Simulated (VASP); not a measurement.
NaF: single point with PBE

NaF:

```
Na F
1.0
     3.28374    0.00000    0.00000
    -1.64187    2.84380    0.00000
     0.00000    0.00000   11.21604
Na F
4 4
Direct
  0.00000 0.00000 0.00000
  0.33333 0.66667 0.25000
  0.00000 0.00000 0.50000
  0.66667 0.33333 0.75000
  0.66667 0.33333 0.12220
  0.66667 0.33333 0.37780
  0.33333 0.66667 0.62220
  0.33333 0.66667 0.87780
```

* Program: VASP 6.6.1
* Task: single point
* Functional: PBE
* Potentials or basis: VASP PAW PBE potentials, release 64 (Na_pv, F)
* Cutoff: 520 eV
* k mesh: 9 × 9 × 3
* Occupations: gaussian, width 0.02 eV
* Spin: no spin polarisation

| Item | Value |
| --- | --- |
| Pressure | -0.1 GPa |
| Band gap on the k mesh | 5.78 eV |

Levels at points of the mesh, in eV from the valence-band top:
| k point | band 24 | band 25 | band 26 | band 27 | band 28 | band 29 | band 30 | band 31 | band 32 | band 33 |
| --- | --- | --- | --- | --- | --- | --- | --- | --- | --- | --- |
| (0.00, 0.00, 0.00) | -0.17 | -0.17 | -0.08 | -0.08 | 0.00 | 5.78 | 7.26 | 7.72 | 10.41 | 11.34 |

It took 36 s on 1 thread of Intel(R) Xeon(R) 6975P-C (Granite Rapids) (shared host), peak memory 0.23 GiB.

Caveat: an odd mesh through Γ misses points on the zone boundary, where band edges can lie.
